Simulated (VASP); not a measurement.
# SnSe2 (Cm) in VASP: notebook

SnSe2 is run at these levels: PBE; tasks: single point.

Program: VASP 6.6.1. These are calculated values, not measurements. Logs are shortened: lines on timing, memory, paths and dates and some standing lists are left out, and cuts for length are marked.

## (1) The cell of the first run

Symmetry: Cm, No. 8, monoclinic system. The conventional cell has a = 6.601 Å, b = 3.811 Å, c = 6.137 Å, α = 90.00°, β = 90.00°, γ = 90.00°. Within 3.1 Å of Sn (site symmetry m) lie 6 Se at 2.38 to 2.98 Å. Within 3.6 Å of Se (site symmetry m) lie 3 Sn at 2.70 to 2.98 Å. Within 3.1 Å of Se (site symmetry m) lie 3 Sn at 2.38 to 2.70 Å.

## (2) Single point, PBE

The input, INCAR:

```
PREC = Accurate ; ENCUT = 520
EDIFF = 1E-7 ; ISMEAR = 0
SIGMA = 0.05 ; LREAL = False
LASPH = True ; NELM = 80
ALGO = Normal ; ISIF = 2
LWAVE = False ; LCHARG = False
GGA = PE ; NBANDS = 20
```

The input, KPOINTS:

```
Automatic mesh
0
Gamma
  12 12 6
```

The input, POSCAR:

```
SnSe2
1.0
    3.8109987816      0.0000000000      0.0000000000
   -1.9054993908      3.3004217586      0.0000000000
    0.0000000000      0.0000000000      6.1370000000
Sn Se
1 2
Direct
    0.0000000000      0.0000000000      0.0000000000
    0.3706136646      0.7412273292      0.2779602485
    0.7039469980      0.4078939959      0.7779602485
```

Potentials or basis: VASP PAW PBE potentials, release 64 (Sn_d, Se).

The run is started by

```console
$ cat potpaw_PBE.64/Sn_d/POTCAR potpaw_PBE.64/Se/POTCAR > POTCAR
$ mpirun -np 1 vasp_std > vasp.out
```

OUTCAR:

```text
PREC = Accurate
   ENCUT = 520
   EDIFF = 1E-7
   ISMEAR = 0
   LREAL = False
   LASPH = True
   NELM = 80
   ISIF = 2
   GGA = PE

 ion  position               nearest neighbor table
   1  0.000  0.000  0.000-   3 2.38   2 2.70   2 2.70   3 2.70   3 2.70   2 2.98
   2  0.371  0.741  0.278-   1 2.70   1 2.70   1 2.98
   3  0.704  0.408  0.778-   1 2.38   1 2.70   1 2.70

  LATTYP: Found a hexagonal cell.
 ALAT       =     3.8109987816
 C/A-ratio  =     1.6103390087

  Lattice vectors:

 A1 = (   3.8109987816,   0.0000000000,   0.0000000000)
 A2 = (  -1.9054993908,   3.3004217586,   0.0000000000)
 A3 = (   0.0000000000,   0.0000000000,   6.1370000000)

Analysis of symmetry for initial positions (statically):
=====================================================================
 Subroutine PRICEL returns:
 Original cell was already a primitive cell.

 Routine SETGRP: Setting up the symmetry group for a
 hexagonal supercell.

 Subroutine GETGRP returns: Found  2 space group operations
 (whereof  2 operations were pure point group operations)
 out of a pool of 24 trial point group operations.

The static configuration has the point symmetry C_1h.

Analysis of symmetry for dynamics (positions and initial velocities):
=====================================================================
 Subroutine PRICEL returns:
 Original cell was already a primitive cell.

 Routine SETGRP: Setting up the symmetry group for a
 hexagonal supercell.

 Subroutine GETGRP returns: Found  2 space group operations
 (whereof  2 operations were pure point group operations)
 out of a pool of 24 trial point group operations.

The dynamic configuration has the point symmetry C_1h.

 Subroutine INISYM returns: Found  2 space group operations
 (whereof  2 operations are pure point group operations),
 and found     1 'primitive' translations

----------------------------------------------------------------------------------------

                                     Primitive cell

  volume of cell :      77.1906

  direct lattice vectors                    reciprocal lattice vectors
     3.810998782  0.000000000  0.000000000     0.262398405  0.151495789  0.000000000
    -1.905499391  3.300421759  0.000000000     0.000000000  0.302991579  0.000000000
     0.000000000  0.000000000  6.137000000     0.000000000  0.000000000  0.162946065

  length of vectors
     3.810998782  3.810998782  6.137000000     0.302991579  0.302991579  0.162946065

  position of ions in fractional coordinates (direct lattice)
     0.000000000  0.000000000  0.000000000
     0.370613665  0.741227329  0.277960249
     0.703946998  0.407893996  0.777960249

  ion indices of the primitive-cell ions
   primitive index   ion index
                 1           1
                 2           2
                 3           3

----------------------------------------------------------------------------------------

 KPOINTS: Automatic mesh

Automatic generation of k-mesh.
 Grid dimensions read from file:
 generate k-points for:   12   12    6

 Generating k-lattice:

  Cartesian coordinates                     Fractional coordinates (reciprocal lattice)
     0.021866534  0.012624649  0.000000000     0.083333333 -0.000000000  0.000000000
     0.000000000  0.025249298  0.000000000     0.000000000  0.083333333  0.000000000
     0.000000000  0.000000000  0.027157677     0.000000000  0.000000000  0.166666667

  Length of vectors
     0.025249298  0.025249298  0.027157677

  Shift w.r.t. Gamma in fractional coordinates (k-lattice)
     0.000000000  0.000000000  0.000000000

 Subroutine IBZKPT returns following result:
 ===========================================

 Found    242 irreducible k-points:

 Following reciprocal coordinates:
            Coordinates               Weight
  0.000000  0.000000  0.000000      1.000000
  0.083333  0.000000  0.000000      4.000000
  0.000000  0.083333  0.000000      2.000000
  0.166667  0.000000  0.000000      4.000000
  0.000000  0.166667  0.000000      2.000000
  0.250000 -0.000000  0.000000      4.000000
[... 16 lines left out ...]
 -0.083333  0.416667  0.000000      4.000000
 -0.416667  0.333333  0.000000      4.000000
 [... further k-points ...]
   k-points           NKPTS =    242   k-points in BZ     NKDIM =    242   number of bands    NBANDS=     20
   number of dos      NEDOS =    301   number of ions     NIONS =      3
   total plane-waves  NPLWV =  37632
   dimension x,y,z NGX =    28 NGY =   28 NGZ =   48
   dimension x,y,z NGXF=    56 NGYF=   56 NGZF=   96
   ions per type =               1   2
   NGX,Y,Z   is equivalent  to a cutoff of  12.21, 12.21, 13.00 a.u.
   NGXF,Y,Z  is equivalent  to a cutoff of  24.43, 24.43, 26.01 a.u.
 SYSTEM =  unknown system
   PREC   = accura    normal or accurate (medium, high low for compatibility)
   ISTART =      0    job   : 0-new  1-cont  2-samecut
   ICHARG =      2    charge: 1-file 2-atom 10-const
   ISPIN  =      1    spin polarized calculation?
   LNONCOLLINEAR =      F non collinear calculations
   LSORBIT =      F    spin-orbit coupling
   LASPH  =      T    aspherical Exc in radial PAW
   ENCUT  =  520.0 eV  38.22 Ry    6.18 a.u.   7.09  7.09 11.41*2*pi/ulx,y,z
   NELM   =     80;   NELMIN=  2; NELMDL= -5     # of ELM steps
   EDIFF  = 0.1E-06   stopping-criterion for ELM
   LREAL  =      F    real-space projection
   EDIFFG = 0.1E-05   stopping-criterion for IOM
   NSW    =      0    number of steps for IOM
   IBRION =     -1    ionic relax: 0-MD 1-quasi-New 2-CG
   NFREE  =      0    steps in history (QN), initial steepest desc. (CG)
   ISIF   =      2    stress and relaxation
   ISYM   =      2    0-nonsym 1-usesym 2-fastsym
   POTIM  = 0.5000    time-step for ionic-motion
   TEBEG  =    0.0;   TEEND  =   0.0 temperature during run
   PSTRESS=    0.0 pullay stress
   NELECT =      26.0000    total number of electrons
   NUPDOWN=      -1.0000    fix difference up-down
   EMIN   =  10.00;   EMAX   =-10.00  energy-range for DOS
   EFERMI =   0.00;   METHOD = LEGACY
   ISMEAR =     0;   SIGMA  =   0.05  broadening in eV -4-tet -1-fermi 0-gaus
   EFERMI_NEDOS =   21; number of points for ismear=-14 and -15
   IALGO  =     38    algorithm
   IMIX   =      4    mixing-type and parameters
     AMIX     =   0.40;   BMIX     =  1.00
     AMIX_MAG =   1.60;   BMIX_MAG =  1.00
  volume/ion in A,a.u.               =      25.73       173.64
  Fermi-wavevector in a.u.,A,eV,Ry     =   1.139054  2.152501 17.652812  1.297445
  Thomas-Fermi vector in A             =   2.275758
   LORBIT       =      0    0 simple, 1 ext, 2 COOP (PROOUT), +10 PAW based schemes
   GGA     = PE    functional components
   LHFCALC =     F    Hartree Fock is set to
   AEXX    =    0.0000 exact exchange contribution
   IVDW    =     0    specifies the selected vdW correction
   LEPSILON=     F    determine dielectric tensor
   LRPA    =     F    only Hartree local field effects (RPA)
 non-spin polarized calculation
 Gauss-broadening in eV      SIGMA  =   0.05
  energy-cutoff  :      520.00
  volume of cell :       77.19
 maximum number of plane-waves:      2109
   NGX = 15   NGY = 15   NGZ = 23

 number of electron      26.0000005 magnetization

 Free energy of the ion-electron system (eV)
  ---------------------------------------------------
  ext. energy  EPLUGINS =         0.00000000
  ---------------------------------------------------
  free energy    TOTEN  =       -11.26540029 eV

  energy without entropy =      -11.26539637  energy(sigma->0) =      -11.26539833

 E-fermi :   4.7212     XC(G=0):  -9.4540

 val. band max:        4.6265928238   @ k =   0.0000   0.0000   0.5000
 cond. band min:       4.8260838950   @ k =  -0.4167   0.0000   0.3333
 fundamental gap:      0.1994910711
 Fermi energy:         4.7212301943

 k-point     1 :       0.0000    0.0000    0.0000
  band No.  band energies     occupation
      1     -17.2708      2.00000
      2     -17.2008      2.00000
      3     -17.1709      2.00000
      4     -17.1503      2.00000
      5     -17.1501      2.00000
      6     -10.1382      2.00000
[... 12 lines left out ...]
     19      12.9788      0.00000
     20      13.3421      0.00000

 k-point     2 :       0.0833    0.0000    0.0000
  band No.  band energies     occupation
      1     -17.2715      2.00000
      2     -17.2013      2.00000
      3     -17.1697      2.00000
      4     -17.1520      2.00000
      5     -17.1486      2.00000
      6     -10.0695      2.00000
[... 12 lines left out ...]
     19      12.5807      0.00000
     20      13.1862      0.00000

 k-point     3 :       0.0000    0.0833    0.0000
  band No.  band energies     occupation
      1     -17.2750      2.00000
      2     -17.1974      2.00000
      3     -17.1690      2.00000
      4     -17.1513      2.00000
      5     -17.1503      2.00000
      6     -10.0654      2.00000
[... 12 lines left out ...]
     19      12.6801      0.00000
     20      13.3643      0.00000

 k-point     4 :       0.1667    0.0000    0.0000
  band No.  band energies     occupation
      1     -17.2745      2.00000
      2     -17.2027      2.00000
      3     -17.1673      2.00000
      4     -17.1557      2.00000
      5     -17.1435      2.00000
      6      -9.8691      2.00000
[... 12 lines left out ...]
     19      12.5705      0.00000
     20      13.1987      0.00000

 k-point     5 :       0.0000    0.1667    0.0000
  band No.  band energies     occupation
      1     -17.2868      2.00000
      2     -17.1885      2.00000
      3     -17.1647      2.00000
      4     -17.1529      2.00000
      5     -17.1508      2.00000
      6      -9.8520      2.00000
[... 12 lines left out ...]
     19      12.5918      0.00000
     20      13.3683      0.00000
[... 353 lines left out ...]
      6      -9.3369      2.00000
[... 12 lines left out ...]
     19      12.1825      0.00000
     20      14.0068      0.00000

 k-point    22 :       0.3333    0.0833    0.0000
  band No.  band energies     occupation
      1     -17.2997      2.00000
      2     -17.2032      2.00000
      3     -17.1752      2.00000
      4     -17.1391      2.00000
      5     -17.1276      2.00000
      6      -8.9368      2.00000
[... 12 lines left out ...]
     19      12.9696      0.00000
     20      14.1987      0.00000

 k-point    23 :      -0.0833    0.4167    0.0000
  band No.  band energies     occupation
      1     -17.3251      2.00000
      2     -17.1737      2.00000
      3     -17.1673      2.00000
      4     -17.1435      2.00000
      5     -17.1353      2.00000
      6      -8.8492      2.00000
[... 12 lines left out ...]
     19      12.8750      0.00000
     20      14.2711      0.00000

 k-point    24 :      -0.4167    0.3333    0.0000
  band No.  band energies     occupation
      1     -17.2899      2.00000
      2     -17.2112      2.00000
      3     -17.1763      2.00000
      4     -17.1469      2.00000
      5     -17.1205      2.00000
      6      -8.9599      2.00000
[... 12 lines left out ...]
     19      12.8874      0.00000
     20      14.2273      0.00000

 [... further k-points ...]
[... 5 lines left out ...]
  --------------------------------------------------------------------------------------
  -------------------------------------------------------------------------------------
  Total        2.0804807      5.3713012      3.8898538      0.0000000      2.2931289      0.0000000
  in kB       43.1827104    111.4873814     80.7382778      0.0000000     47.5964626      0.0000000
  external PRESSURE =      78.4694565 kB  Pullay stress =       0.0000000 kB

 VOLUME and BASIS-vectors are now :
 -----------------------------------------------------------------------------
  energy-cutoff  :      520.00
  volume of cell :       77.19
      direct lattice vectors                 reciprocal lattice vectors
     3.810998782  0.000000000  0.000000000     0.262398405  0.151495789  0.000000000
    -1.905499391  3.300421759  0.000000000     0.000000000  0.302991579  0.000000000
     0.000000000  0.000000000  6.137000000     0.000000000  0.000000000  0.162946065

 POSITION                                       TOTAL-FORCE (eV/Angst)
 -----------------------------------------------------------------------------------
      0.00000      0.00000      0.00000        -0.000000      2.223611      3.163545
      0.00000      2.44636      1.70584         0.000000     -0.252916     -0.352547
      1.90550      1.34622      4.77434         0.000000     -1.970694     -2.810997
 -----------------------------------------------------------------------------------
    total drift:                               -0.000000      0.000090      0.000083

  FREE ENERGIE OF THE ION-ELECTRON SYSTEM (eV)
  ---------------------------------------------------
  free  energy   TOTEN  =       -11.2654002879 eV

  energy  without entropy=      -11.2653963674  energy(sigma->0) =      -11.26539833
```

Wall time 7.2 min (1 thread of Oxide Virtual Turin-like, shared host); peak memory 0.43 GiB.

What came out:

| Quantity | Value |
| --- | --- |
| Free energy | -11.2654 eV |
| Pressure | 7.8 GPa |
| Largest force | 3.867 eV/Å |
| Band gap on the k mesh | 0.20 eV (least direct gap 0.43 eV) |

Forces in eV/Å, atoms in the order of the input:
```
Sn   0.000  2.224  3.164
Se   0.000 -0.253 -0.353
Se   0.000 -1.971 -2.811
```

Levels at points of the mesh, in eV from the valence-band top:
```csv
k point,band 11,band 12,band 13,band 14,band 15,band 16
"(0.00, 0.00, 0.00)",-0.71,-0.46,-0.03,0.40,2.62,3.92
"(0.50, 0.00, 0.00)",-3.23,-1.64,-0.56,0.47,3.18,4.97
"(0.00, 0.50, 0.00)",-3.28,-1.67,-0.65,0.75,3.32,4.98
"(0.00, 0.00, 0.50)",-1.32,-0.61,0.00,1.42,2.89,3.65
"(0.50, 0.00, 0.50)",-2.42,-1.37,-0.85,0.36,3.52,4.27
"(0.00, 0.50, 0.50)",-2.53,-1.28,-1.02,0.41,3.76,4.64
```

Caveat: the cell differs from its parent crystal (all Se atoms moved -0.300 Å, as atom 2 towards its neighbour atom 1 (Sn) at 2.682 Å); the stress differs along the axes, from 4 to 11 GPa; semilocal functionals underestimate gaps, and a narrow one can read as zero; spin-orbit coupling is left out, which moves the levels of the heavy elements; this functional lacks dispersion, which binds layers or chains, so the pressure and a relaxed spacing across them are unreliable; forces of over 1 eV/Å act on the atoms, so gaps and moduli don't describe the material at rest. A k mesh can miss the band edges.

(Part 1 of 2 ends here.)
